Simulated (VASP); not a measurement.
A run of VASP 6.6.1 is set up as follows.

The input INCAR:

```
ALGO = Normal
EDIFF = 1E-6
ENCUT = 500
GGA = PS
GGA_COMPAT = F
ISIF = 2
ISMEAR = -1
LASPH = T
LCHARG = T
LELF = T
LREAL = F
LVHAR = T
LWAVE = F
NBANDS = 12
NELM = 120
PREC = Accurate
SIGMA = 0.05
```

KPOINTS

```
k-points
0
Gamma
  9 9 9
```

File POSCAR:

```
Sb
1.0
    2.1506003320      1.2416496806      3.7814400000
   -2.1506003320      1.2416496806      3.7814400000
    0.0000000000     -2.4832993611      3.7814400000
Sb
2
Direct
    0.2336400000      0.2336400000      0.2336400000
    0.7663600000      0.7663600000      0.7663600000
```

Potentials or basis: VASP PAW PBE potentials, release 64 (Sb).

The run is started by

```console
$ cat potpaw_PBE.64/Sb/POTCAR > POTCAR
$ mpirun -np 1 vasp_std > vasp.out
```

Estimate the pressure.

0.1 GPa.

What does it give for the band gap on the k mesh?

0.06 eV, indirect (least direct gap 0.50 eV).

Predict the largest force.

0.134 eV/Å.

Forces on the atoms (eV/Å):
```
Sb   0.000  0.000  0.134
Sb   0.000  0.000 -0.134
```

Caveat: the cell differs from its parent crystal (zz strain of +1 %); the PAW data sets were made with another functional, which shifts forces and pressure a little; spin-orbit coupling is left out, which moves the levels of the heavy elements. A k mesh can miss the band edges.
